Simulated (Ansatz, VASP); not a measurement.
Ag: VASP beside Ansatz

Contents of INCAR:

```
SYSTEM = Ag
PREC = Accurate
ENCUT = 520
EDIFF = 1E-7
ISMEAR = 0
SIGMA = 0.15
LREAL = .FALSE.
LASPH = .TRUE.
NELM = 60
ALGO = Normal
ISIF = 2
LWAVE = .FALSE.
LCHARG = .TRUE.
GGA = PS
LELF = .TRUE.
LVHAR = .TRUE.
NBANDS = 12
```

The input KPOINTS:

```
Automatic mesh
0
G
  20 20 20
  0 0 0
```

POSCAR

```
Ag
1.0
    0.0000000000      2.0431000000      2.0431000000
    1.9613760000      0.0000000000      2.0431000000
    1.9613760000      2.0431000000      0.0000000000
Ag
1
Direct
    0.0000000000      0.0000000000      0.0000000000
```

Input for Ansatz:

```yaml
crystal:
  lattice:
    - [0.0, 2.0431, 2.0431]
    - [1.961376, 0.0, 2.0431]
    - [1.961376, 2.0431, 0.0]
  atoms:
    - { symbol: Ag, position: [0.0, 0.0, 0.0] }
basis:
  ecutwfc: 420
kpoints:
  mp_grid: { grid: [20, 20, 20] }
hamiltonian:
  xc: pbesol
scf:
  occupations: { method: gaussian, width: 0.15 }
output:
  forces: true
  stress: true
  eigenvalues: true
```

Change from the starting cell: strain -0.0400 x Voigt [1, 0, 0, 0, 0, 0], atoms carried along.

Alike in both runs: task single point; functional PBEsol; k mesh 20 × 20 × 20; occupations gaussian, width 0.15 eV; no spin polarisation.

|  | VASP | Ansatz |
| --- | --- | --- |
| version | VASP 6.6.1 | Ansatz 0.2.0 |
| potentials or method | VASP PAW PBE potentials, release 64 (Ag), cutoff 520 eV | scalar-relativistic, plane waves, PAW |
| valence electrons in the cell | 11 | 19 |

|  | VASP | Ansatz | Ansatz less VASP |
| --- | --- | --- | --- |
| gap on the k mesh at the Fermi level (eV) | none | none | - |
| pressure (GPa) | 2.0 | 2.2 | +0.25 |
| traceless stress, the component that is largest in VASP (GPa) | 1.07 | 1.08 | +0.005 |

VASP's potentials were made for PBE, not for PBEsol. A gap of «none» marks a metal or a gap that the smearing closes. With one functional, cell and mesh, what is left measures potentials, basis and numerics. VASP's potentials hold 11 valence electrons a cell and Ansatz's 19, so a difference there can come from the potentials and not from the codes.
